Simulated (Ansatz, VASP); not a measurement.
# One calculation of BP, two programs

```
B P
1.0
     3.27828    0.00000    0.00000
    -1.63914    2.83907    0.00000
     0.00000    0.00000    6.99416
B P
3 3
Direct
  0.00000 0.50000 0.16667
  0.50000 0.50000 0.83333
  0.50000 0.00000 0.50000
  0.50000 0.50000 0.33333
  0.50000 0.00000 0.00000
  0.00000 0.50000 0.66667
```

Alike in both runs: functional PBE; k mesh 6 × 6 × 4; occupations gaussian, width 0.1 eV; no spin polarisation.

Ansatz relaxed the structure, and its values are those at the end. VASP's run is a single point on that final structure, the one shown.

```csv
,VASP,Ansatz
version,VASP 6.6.1,Ansatz 0.2.0
potentials or method,"VASP PAW PBE potentials, release 64 (B, P), cutoff 520 eV","scalar-relativistic, plane waves, PAW"
valence electrons in the cell,24,24
```

Ansatz gave:

- gap on the k mesh at the Fermi level (eV): none
- pressure (GPa): 0.0

Question: What did VASP give for the same quantities?

Answer: gap on the k mesh at the Fermi level (eV): none; pressure (GPa): -0.2.

A gap of «none» marks a metal or a gap that the smearing closes. With one functional, cell and mesh, what is left measures potentials, basis and numerics.

The k mesh is coarse, so the values compare programs but aren't converged.
